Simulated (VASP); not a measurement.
Wanted: the native input for a VASP 6.6.1 run.

```yaml
Task: relaxation of the atoms
Functional: LDA
Potentials_or_basis: VASP PAW LDA potentials, release 64 (Zn)
Cutoff: 520 eV
k_mesh: 16 × 16 × 1
Occupations: fermi-dirac, width 0.1 eV
Spin: no spin polarisation
Dipole_correction: yes
Further_INCAR_settings: ALGO = Normal; EDIFF = 1e-06; IBRION = 2; EDIFFG = -0.01; NSW = 60
```

The structure of Zn lies in POSCAR:

```
Zn
1.0
    2.5745889077      0.0000000000      0.0000000000
   -1.2872944539      2.2296593984      0.0000000000
    0.0000000000      0.0000000000     20.7136000000
Zn
3
Direct
    0.0000000000      0.0000000000      0.3862205764
    0.3333333340      0.6666666660      0.5000000000
    0.0000000000      0.0000000000      0.6137794236
```

These files were run (other wordings do the same):

INCAR

```
SYSTEM = Zn
ALGO = Normal ; DIPOL = 0.5 0.5 0.500
EDIFF = 1E-6 ; EDIFFG = -0.01
ENCUT = 520 ; GGA = CA
IBRION = 2 ; IDIPOL = 3
ISIF = 2 ; ISMEAR = -1
LASPH = .True. ; LCHARG = .False.
LDIPOL = .True. ; LREAL = .False.
LWAVE = .False. ; NELM = 100
NSW = 60 ; PREC = Accurate
SIGMA = 0.1
```

KPOINTS

```
k-points
0
Gamma
  16 16 1
  0 0 0
```

Potentials or basis: VASP PAW LDA potentials, release 64 (Zn).

Launch:

```bash
$ cat potpaw_LDA.64/Zn/POTCAR > POTCAR
$ mpirun -np 1 vasp_std > vasp.out
```

Results of the run:

```
Energy gained by relaxing    : 0.3 meV/atom
Ionic steps                  : 4
Largest force after relaxing : 0.006 eV/Å
Band gap on the k mesh       : zero (bands 18 and 19 overlap by 3.52 eV)
```

Wall time 69 s on 1 thread of Intel(R) Xeon(R) 6975P-C (Granite Rapids), on a shared host, peak memory 0.22 GiB.
